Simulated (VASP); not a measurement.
# Ag (I4/mmm) in VASP: a series of runs, part 2 of 3

VASP 6.6.1. The steps go on from the part before.

### 4 Electric field gradients, LDA (equal xx and yy strain of +2 %)

Contents of INCAR:

```
SYSTEM = Ag
ALGO = Normal
EDIFF = 1E-8
ENCUT = 520
ISIF = 2
ISMEAR = -1
LASPH = .TRUE.
LCHARG = .FALSE.
LEFG = .TRUE.
LREAL = .FALSE.
LWAVE = .FALSE.
NBANDS = 12
NELM = 80
PREC = Accurate
SIGMA = 0.05
```

Contents of KPOINTS:

```
k-points
0
G
  15 15 15
  0 0 0
```

Contents of POSCAR:

```
Ag
1.0
    0.0000000000      2.0839620000      2.0431000000
    2.0839620000      0.0000000000      2.0431000000
    2.0839620000      2.0839620000      0.0000000000
Ag
1
Direct
    0.0000000000      0.0000000000      0.0000000000
```

Potentials or basis: VASP PAW LDA potentials, release 64 (Ag).

Started as:

```bash
> cat potpaw_LDA.64/Ag/POTCAR > POTCAR
> mpirun -np 1 vasp_std > vasp.out
```

OUTCAR:

```text
SYSTEM = Ag
   EDIFF = 1E-8
   ENCUT = 520
   ISIF = 2
   ISMEAR = -1
   LASPH = .TRUE.
   LREAL = .FALSE.
   NELM = 80
   PREC = Accurate

 ion  position               nearest neighbor table
   1  0.000  0.000  0.000-

  LATTYP: Found a body centered tetragonal cell.
 ALAT       =     2.9471673239
 C/A-ratio  =     1.3864838847

  Lattice vectors:

 A1 = (   0.0000000000,  -2.0839620000,  -2.0431000000)
 A2 = (   0.0000000000,   2.0839620000,  -2.0431000000)
 A3 = (   2.0839620000,   0.0000000000,   2.0431000000)

Analysis of symmetry for initial positions (statically):
=====================================================================
 Subroutine PRICEL returns:
 Original cell was already a primitive cell.

 Routine SETGRP: Setting up the symmetry group for a
 body centered tetragonal supercell.

 Subroutine GETGRP returns: Found 16 space group operations
 (whereof 16 operations were pure point group operations)
 out of a pool of 16 trial point group operations.

The static configuration has the point symmetry D_4h.

Analysis of symmetry for dynamics (positions and initial velocities):
=====================================================================
 Subroutine PRICEL returns:
 Original cell was already a primitive cell.

 Routine SETGRP: Setting up the symmetry group for a
 body centered tetragonal supercell.

 Subroutine GETGRP returns: Found 16 space group operations
 (whereof 16 operations were pure point group operations)
 out of a pool of 16 trial point group operations.

The dynamic configuration has the point symmetry D_4h.

 Subroutine INISYM returns: Found 16 space group operations
 (whereof 16 operations are pure point group operations),
 and found     1 'primitive' translations

----------------------------------------------------------------------------------------

                                     Primitive cell

  volume of cell :      17.7459

  direct lattice vectors                    reciprocal lattice vectors
     0.000000000  2.083962000  2.043100000    -0.239927599  0.239927599  0.244726151
     2.083962000  0.000000000  2.043100000     0.239927599 -0.239927599  0.244726151
     2.083962000  2.083962000  0.000000000     0.239927599  0.239927599 -0.244726151

  length of vectors
     2.918416562  2.918416562  2.947167324     0.418355585  0.418355585  0.418355585

  position of ions in fractional coordinates (direct lattice)
     0.000000000  0.000000000  0.000000000

  ion indices of the primitive-cell ions
   primitive index   ion index
                 1           1

----------------------------------------------------------------------------------------

 KPOINTS: k-points

Automatic generation of k-mesh.
 Grid dimensions read from file:
 generate k-points for:   15   15   15

 Generating k-lattice:
[... 66 lines left out ...]
   IBRION =     -1    ionic relax: 0-MD 1-quasi-New 2-CG
   NFREE  =      0    steps in history (QN), initial steepest desc. (CG)
   ISIF   =      2    stress and relaxation
   ISYM   =      2    0-nonsym 1-usesym 2-fastsym
   POTIM  = 0.5000    time-step for ionic-motion
   TEBEG  =    0.0;   TEEND  =   0.0 temperature during run
   PSTRESS=    0.0 pullay stress
   NELECT =      11.0000    total number of electrons
   NUPDOWN=      -1.0000    fix difference up-down
   EMIN   =  10.00;   EMAX   =-10.00  energy-range for DOS
   EFERMI =   0.00;   METHOD = LEGACY
   ISMEAR =    -1;   SIGMA  =   0.05  broadening in eV -4-tet -1-fermi 0-gaus
   EFERMI_NEDOS =   21; number of points for ismear=-14 and -15
   IALGO  =     38    algorithm
   IMIX   =      4    mixing-type and parameters
     AMIX     =   0.40;   BMIX     =  1.00
     AMIX_MAG =   1.60;   BMIX_MAG =  1.00
  volume/ion in A,a.u.               =      17.75       119.76
  Fermi-wavevector in a.u.,A,eV,Ry     =   1.395852  2.637777 26.509623  1.948402
  Thomas-Fermi vector in A             =   2.519263
   LORBIT       =      0    0 simple, 1 ext, 2 COOP (PROOUT), +10 PAW based schemes
   GGA     = CA    functional components
   LHFCALC =     F    Hartree Fock is set to
   AEXX    =    0.0000 exact exchange contribution
   IVDW    =     0    specifies the selected vdW correction
   LEPSILON=     F    determine dielectric tensor
   LRPA    =     F    only Hartree local field effects (RPA)
 non-spin polarized calculation
  energy-cutoff  :      520.00
  volume of cell :       17.75
 maximum number of plane-waves:       515
 NGX is ok and might be reduce to    24
   NGX = 11   NGY = 11   NGZ = 11

 number of electron      10.9999998 magnetization

 Free energy of the ion-electron system (eV)
  ---------------------------------------------------
  ext. energy  EPLUGINS =         0.00000000
  ---------------------------------------------------
  free energy    TOTEN  =        -3.71755317 eV

  energy without entropy =       -3.71432969  energy(sigma->0) =       -3.71594143

 E-fermi :   7.7061     XC(G=0): -12.3502

 val. band max:        7.6992028658   @ k =  -0.2667  -0.0000   0.2667
 cond. band min:       7.7103279215   @ k =   0.4667   0.0000   0.2667
 fundamental gap:      0.0111250557
 Fermi energy:         7.7061426377

 k-point     1 :       0.0000    0.0000    0.0000
  band No.  band energies     occupation
      1       0.0582      2.00000
      2       2.9225      2.00000
      3       2.9225      2.00000
      4       3.0414      2.00000
      5       3.8822      2.00000
      6       4.0019      2.00000
      7      23.5353      0.00000
      8      26.7189      0.00000
      9      26.7189      0.00000
     10      26.9344      0.00000
     11      31.7166      0.00000
     12      32.3044      0.00000
[... 331 lines left out ...]
 k-point    24 :       0.2000    0.1333    0.0000
  band No.  band energies     occupation
      1       1.1880      2.00000
      2       2.6459      2.00000
      3       3.2912      2.00000
      4       3.2951      2.00000
      5       3.7518      2.00000
      6       4.0810      2.00000
      7      22.2713      0.00000
      8      23.9988      0.00000
      9      24.1051      0.00000
     10      25.8483      0.00000
     11      29.3129      0.00000
     12      32.2761      0.00000

 [... further k-points ...]
[... 5 lines left out ...]
  --------------------------------------------------------------------------------------
  -------------------------------------------------------------------------------------
  Total       -1.1702361     -1.1702361     -1.1743603      0.0000000      0.0000000     -0.0000000
  in kB     -105.6537410   -105.6537410   -106.0260846      0.0000000      0.0000000     -0.0000000
  external PRESSURE =    -105.7778556 kB  Pullay stress =       0.0000000 kB

 VOLUME and BASIS-vectors are now :
 -----------------------------------------------------------------------------
  energy-cutoff  :      520.00
  volume of cell :       17.75
      direct lattice vectors                 reciprocal lattice vectors
     0.000000000  2.083962000  2.043100000    -0.239927599  0.239927599  0.244726151
     2.083962000  0.000000000  2.043100000     0.239927599 -0.239927599  0.244726151
     2.083962000  2.083962000  0.000000000     0.239927599  0.239927599 -0.244726151

 POSITION                                       TOTAL-FORCE (eV/Angst)
 -----------------------------------------------------------------------------------
      0.00000      0.00000      0.00000         0.000000      0.000000      0.000000
 -----------------------------------------------------------------------------------
    total drift:                               -0.000000     -0.000000      0.000000

  FREE ENERGIE OF THE ION-ELECTRON SYSTEM (eV)
  ---------------------------------------------------
  free  energy   TOTEN  =        -3.7175531664 eV

  energy  without entropy=       -3.7143296944  energy(sigma->0) =       -3.71594143

 Electric field gradients (V/A^2)
---------------------------------------------------------------------
 ion       V_xx      V_yy      V_zz      V_xy      V_xz      V_yz
---------------------------------------------------------------------
   1      -0.744    -0.744     1.488     0.000     0.001     0.001
---------------------------------------------------------------------

 Electric field gradients after diagonalization (V/A^2)
 (convention: |V_zz| > |V_xx| > |V_yy|)
----------------------------------------------------------------------
 ion       V_xx      V_yy      V_zz     asymmetry (V_yy - V_xx)/ V_zz
----------------------------------------------------------------------
   1      -0.744    -0.744     1.488       0.000
----------------------------------------------------------------------

           NMR quadrupolar parameters

 Cq : quadrupolar parameter    Cq=e*Q*V_zz/h
 eta: asymmetry parameters     (V_yy - V_xx)/ V_zz
 Q  : nuclear electric quadrupole moment in mb (millibarn)
----------------------------------------------------------------------
 ion       Cq(MHz)       eta       Q (mb)
----------------------------------------------------------------------
   1       0.004       0.000       1.000
----------------------------------------------------------------------
```

OSZICAR:

```text
N       E                     dE             d eps       ncg     rms          rms(c)
DAV:   1     0.513114477204E+02    0.51311E+02   -0.54678E+03  7012   0.825E+02
DAV:   2    -0.318064532474E+01   -0.54492E+02   -0.51238E+02  8004   0.192E+02
DAV:   3    -0.401791281204E+01   -0.83727E+00   -0.83666E+00  8056   0.253E+01
DAV:   4    -0.402059774360E+01   -0.26849E-02   -0.26848E-02  8020   0.151E+00
DAV:   5    -0.402062031065E+01   -0.22567E-04   -0.22567E-04  8188   0.123E-01    0.494E+00
DAV:   6    -0.373028423002E+01    0.29034E+00   -0.12484E+00  7428   0.974E+00    0.318E+00
DAV:   7    -0.372166568448E+01    0.86185E-02   -0.55985E-03  7980   0.761E-01    0.181E+00
DAV:   8    -0.371754415096E+01    0.41215E-02   -0.80265E-04  7976   0.213E-01    0.535E-02
DAV:   9    -0.371755357373E+01   -0.94228E-05   -0.72103E-06  8052   0.168E-02    0.121E-02
DAV:  10    -0.371755317861E+01    0.39512E-06   -0.14932E-06  8160   0.973E-03    0.151E-03
DAV:  11    -0.371755316622E+01    0.12396E-07   -0.28232E-08  7732   0.121E-03    0.585E-04
DAV:  12    -0.371755316636E+01   -0.14484E-09   -0.10050E-09  4784   0.294E-04
   1 F= -.37175532E+01 E0= -.37159414E+01  d E =-.322347E-02
```

stdout:

```text
POSCAR found type information on POSCAR Ag
 POSCAR found :  1 types and       1 ions
 scaLAPACK will be used
 LDA part: xc-table for (Slater(with rela. corr.)+CA(PZ))
 , standard interpolation
 POSCAR, INCAR and KPOINTS ok, starting setup
 FFT: planning ... GRIDC
 FFT: planning ... GRID_SOFT
 FFT: planning ... GRID
 WAVECAR not read
 entering main loop
ion   1
```

Run time: 41 s. Hardware: 1 thread of AMD EPYC 9R14 (Zen 4), shared host; peak memory 0.14 GiB.

What came out:

| Quantity | Value |
| --- | --- |
| Free energy | -3.7176 eV |
| Pressure | -10.6 GPa |

Electric field gradients, principal values (V/Å²):
| atom | least | middle | greatest (by size) |
| --- | --- | --- | --- |
| 1 Ag | -0.744 | -0.744 | 1.488 |

Caveat: the cell differs from its parent crystal (equal xx and yy strain of +2 %); without QUAD_EFG the Cq values of the log hold for a quadrupole moment of 1 mb, not for the nuclei.

### 5 Electric field gradients, LDA (zz strain of +3 %)

Contents of INCAR:

```
SYSTEM = Ag
PREC     = Accurate       ! precision mode
ENCUT    = 520            ! plane-wave cutoff, eV
EDIFF    = 1E-8           ! SCF threshold, eV
ISMEAR   = -1             ! smearing method
SIGMA    = 0.05           ! smearing width, eV
LREAL    = .False.        ! projectors in reciprocal space
LASPH    = .True.         ! aspherical terms in the spheres
NELM     = 100            ! most SCF steps
ALGO     = Normal         ! electronic algorithm
ISIF     = 2              ! what is computed and relaxed
LWAVE    = .False.        ! write WAVECAR
LCHARG   = .False.        ! write CHGCAR
GGA      = CA             ! functional
LEFG     = .True.       
NBANDS   = 12             ! bands
```

Contents of KPOINTS:

```
regular mesh
0
Gamma
  15 15 15
  0 0 0
```

Contents of POSCAR:

```
Ag
1.0
    0.0000000000      2.0431000000      2.1043930000
    2.0431000000      0.0000000000      2.1043930000
    2.0431000000      2.0431000000      0.0000000000
Ag
1
Direct
    0.0000000000      0.0000000000      0.0000000000
```

Potentials or basis: VASP PAW LDA potentials, release 64 (Ag).

Started as:

```bash
> cat potpaw_LDA.64/Ag/POTCAR > POTCAR
> mpirun -np 1 vasp_std > vasp.out
```

OUTCAR:

```text
SYSTEM = Ag
   PREC = Accurate
   ENCUT = 520
   EDIFF = 1E-8
   ISMEAR = -1
   LREAL = .False.
   LASPH = .True.
   NELM = 100
   ISIF = 2
   GGA = CA

 ion  position               nearest neighbor table
   1  0.000  0.000  0.000-

  LATTYP: Found a body centered tetragonal cell.
 ALAT       =     2.8893797293
 C/A-ratio  =     1.4566399692

  Lattice vectors:

 A1 = (  -2.0431000000,   0.0000000000,   2.1043930000)
 A2 = (   2.0431000000,   0.0000000000,   2.1043930000)
 A3 = (   0.0000000000,   2.0431000000,  -2.1043930000)

Analysis of symmetry for initial positions (statically):
=====================================================================
 Subroutine PRICEL returns:
 Original cell was already a primitive cell.

 Routine SETGRP: Setting up the symmetry group for a
 body centered tetragonal supercell.

 Subroutine GETGRP returns: Found 16 space group operations
 (whereof 16 operations were pure point group operations)
 out of a pool of 16 trial point group operations.
[... 541 lines left out ...]
 -----------------------------------------------------------------------------
  energy-cutoff  :      520.00
  volume of cell :       17.57
      direct lattice vectors                 reciprocal lattice vectors
     0.000000000  2.043100000  2.104393000    -0.244726151  0.244726151  0.237598205
     2.043100000  0.000000000  2.104393000     0.244726151 -0.244726151  0.237598205
     2.043100000  2.043100000  0.000000000     0.244726151  0.244726151 -0.237598205

 POSITION                                       TOTAL-FORCE (eV/Angst)
 -----------------------------------------------------------------------------------
      0.00000      0.00000      0.00000        -0.000000      0.000000      0.000000
 -----------------------------------------------------------------------------------
    total drift:                               -0.000000      0.000000      0.000000

  FREE ENERGIE OF THE ION-ELECTRON SYSTEM (eV)
  ---------------------------------------------------
  free  energy   TOTEN  =        -3.7283641403 eV

  energy  without entropy=       -3.7253130188  energy(sigma->0) =       -3.72683858

 Electric field gradients (V/A^2)
---------------------------------------------------------------------
 ion       V_xx      V_yy      V_zz      V_xy      V_xz      V_yz
---------------------------------------------------------------------
   1       0.076     0.076    -0.152     0.001     0.000     0.000
---------------------------------------------------------------------

 Electric field gradients after diagonalization (V/A^2)
 (convention: |V_zz| > |V_xx| > |V_yy|)
----------------------------------------------------------------------
 ion       V_xx      V_yy      V_zz     asymmetry (V_yy - V_xx)/ V_zz
----------------------------------------------------------------------
   1       0.077     0.075    -0.152       0.019
----------------------------------------------------------------------

           NMR quadrupolar parameters

 Cq : quadrupolar parameter    Cq=e*Q*V_zz/h
 eta: asymmetry parameters     (V_yy - V_xx)/ V_zz
 Q  : nuclear electric quadrupole moment in mb (millibarn)
----------------------------------------------------------------------
 ion       Cq(MHz)       eta       Q (mb)
----------------------------------------------------------------------
   1      -0.000       0.019       1.000
----------------------------------------------------------------------
```

It took 24 s on 1 thread of Intel Xeon Platinum 8488C (Sapphire Rapids), shared host; peak memory 0.17 GiB.

What came out:

| Quantity | Value |
| --- | --- |
| Free energy | -3.7284 eV |
| Pressure | -9.8 GPa |

Caveat: the cell differs from its parent crystal (zz strain of +3 %); without QUAD_EFG the Cq values of the log hold for a quadrupole moment of 1 mb, not for the nuclei.

(Part 2 of 3 ends here.)
